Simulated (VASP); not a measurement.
Runs of VASP 6.6.1 on Rh. The structure is that of space group Cmcm (No. 63), or close to it. The cells are those of the table. 

| cell | further INCAR settings | gap on the mesh (eV) | pressure (GPa) | largest force (eV/Å) |
| --- | --- | --- | --- | --- |
| a = 2.725, b = 2.436, c = 9.688 Å, angles 90.0, 90.0, 124.0°, 4 atoms | ALGO = Fast; EDIFF = 1e-06; NBANDS = 38 | none | 21.7 | 0.14 |
| a = 2.381, b = 2.681, c = 9.367 Å, angles 90.0, 90.0, 116.4°, 4 atoms | ALGO = Fast; EDIFF = 1e-07; NBANDS = 38 | none | (b) | 0.22 |
| a = 2.430, b = 2.730, c = 9.048 Å, angles 90.0, 90.0, 116.4°, 4 atoms | ALGO = Fast; EDIFF = 1e-07; NBANDS = 38 | none | 9.7 | 0.25 |
| a = 2.872, b = 2.444, c = 9.367 Å, angles 90.0, 90.0, 126.0°, 4 atoms | ALGO = Fast; EDIFF = 1e-06; NBANDS = 38 | none | 21.9 | (a) |

Alike in all rows: task single point; level PBEsol; potentials or basis VASP PAW PBE potentials, release 64 (Rh_pv); no spin polarisation; k mesh 18 × 18 × 6; cutoff (eV) 520; smearing gaussian 0.15 eV.

**Question.** Fill in the values left out.

**Answer.** (a) 0.35; (b) 15.1.

Caveats: the PAW data sets were made with another functional, which shifts forces and pressure a little.

A k mesh can miss the band edges, and the runs leave out spin-orbit coupling on Rh.

A gap of «none» marks levels without a gap at the run's occupations.
